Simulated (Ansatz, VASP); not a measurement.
Two plane-wave programs on Be4Se3

File INCAR:

```
ALGO = Normal ; EDIFF = 1E-6
ENCUT = 520 ; GGA = PE
ISIF = 2 ; ISMEAR = 0
LASPH = T ; LCHARG = F
LREAL = F ; LWAVE = F
NBANDS = 22 ; NELM = 80
PREC = Accurate ; SIGMA = 0.1
```

File KPOINTS:

```
k-points
0
Gamma
  4 4 2
```

The input POSCAR:

```
Be4Se3
1.0
    2.5476250671     -2.5725187198      0.0020156354
    2.5476250671      2.5725187198      0.0020156354
   -1.2403581002      0.0000000000      9.6684453224
Be Se
4 3
Direct
    0.1020499797      0.6781299389      0.9010547036
    0.9835435595      0.4514486148      0.3656680092
    0.5485513852      0.0164564405      0.6343319908
    0.3218700611      0.8979500203      0.0989452964
    0.5756096828      0.5494546053      0.7717756286
    0.0157702855      0.9842297145      0.5000000000
    0.4505453947      0.4243903172      0.2282243714
```

Input for Ansatz:

```yaml
crystal:
  lattice:
    - [2.5476250671, -2.5725187198, 0.0020156354]
    - [2.5476250671, 2.5725187198, 0.0020156354]
    - [-1.2403581002, 0.0, 9.6684453224]
  atoms:
    - { symbol: Be, position: [0.1020499797, 0.6781299389, 0.9010547036] }
    - { symbol: Be, position: [0.9835435595, 0.4514486148, 0.3656680092] }
    - { symbol: Be, position: [0.5485513852, 0.0164564405, 0.6343319908] }
    - { symbol: Be, position: [0.3218700611, 0.8979500203, 0.0989452964] }
    - { symbol: Se, position: [0.5756096828, 0.5494546053, 0.7717756286] }
    - { symbol: Se, position: [0.0157702855, 0.9842297145, 0.5] }
    - { symbol: Se, position: [0.4505453947, 0.4243903172, 0.2282243714] }
basis:
  ecutwfc: 420
kpoints:
  mp_grid: { grid: [4, 4, 2] }
hamiltonian:
  xc: pbe
scf:
  occupations: { method: gaussian, width: 0.1 }
  lower_state_search: "off"
output:
  forces: true
  stress: true
  eigenvalues: true
```

Alike in both runs: task single point; functional PBE; k mesh 4 × 4 × 2; occupations gaussian, width 0.1 eV; no spin polarisation.

```csv
,VASP,Ansatz
version,VASP 6.6.1,Ansatz 0.2.0
potentials or method,"VASP PAW PBE potentials, release 64 (Be, Se), cutoff 520 eV","scalar-relativistic, plane waves, PAW"
valence electrons in the cell,26,56
```

Ansatz gave:

* gap on the k mesh at the Fermi level (eV): 0.62
* least direct gap on the mesh (eV): 1.04
* pressure (GPa): 0.2
* traceless stress, the component that is largest in VASP (GPa): -0.44
* rms of the force components (eV/Å): 0.009

Q: What did VASP give for the same quantities?

A: gap on the k mesh at the Fermi level (eV): 0.62; least direct gap on the mesh (eV): 1.04; pressure (GPa): 0.3; traceless stress, the component that is largest in VASP (GPa): -0.44; rms of the force components (eV/Å): 0.006.

Atom by atom the forces differ by 0.004 eV/Å (rms over components). With one functional, cell and mesh, what is left measures potentials, basis and numerics. VASP's potentials hold 26 valence electrons a cell and Ansatz's 56, so a difference there can come from the potentials and not from the codes.

The k mesh is coarse, so the values compare programs but aren't converged.
